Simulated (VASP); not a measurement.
Here is a VASP 6.6.1 calculation.

The input INCAR:

```
SYSTEM = Al
PREC = Accurate ; ENCUT = 500
EDIFF = 1E-6 ; ISMEAR = 0
SIGMA = 0.1 ; LREAL = .False.
LASPH = .True. ; NELM = 120
ALGO = Normal ; ISIF = 2
LWAVE = .False. ; LCHARG = .False.
GGA = PE ; NBANDS = 14
GGA_COMPAT = .False.
```

File KPOINTS:

```
regular mesh
0
Gamma
  6 6 2
  0 0 0
```

Contents of POSCAR:

```
Al
1.0
    2.6401012134      0.0000000000      0.0000000000
   -1.3200506067      2.2863947194      0.0000000000
    0.0000000000      0.0000000000      8.4991216272
Al
4
Direct
    0.0000000000      0.0000000000      0.0000000000
    0.3333333333      0.6666666667      0.2500000000
    0.0000000000      0.0000000000      0.5000000000
    0.6666666667      0.3333333333      0.7500000000
```

Potentials or basis: VASP PAW PBE potentials, release 64 (Al).

The run is started by

```bash
$ cat potpaw_PBE.64/Al/POTCAR > POTCAR
$ mpirun -np 1 vasp_std > vasp.out
```

Task: Predict the band gap on the k mesh.

Result: Zero (band 6 reaches 15.39 eV, above the bottom of band 7 at 9.39 eV).

Task: Predict the pressure.

Result: 35.4 GPa.

Stress tensor (GPa, compression positive):
```
32.75  0.00  0.00
 0.00 32.75  0.00
 0.00  0.00 40.65
```

Caveat: the k points lie up to 0.46 Å⁻¹ apart.
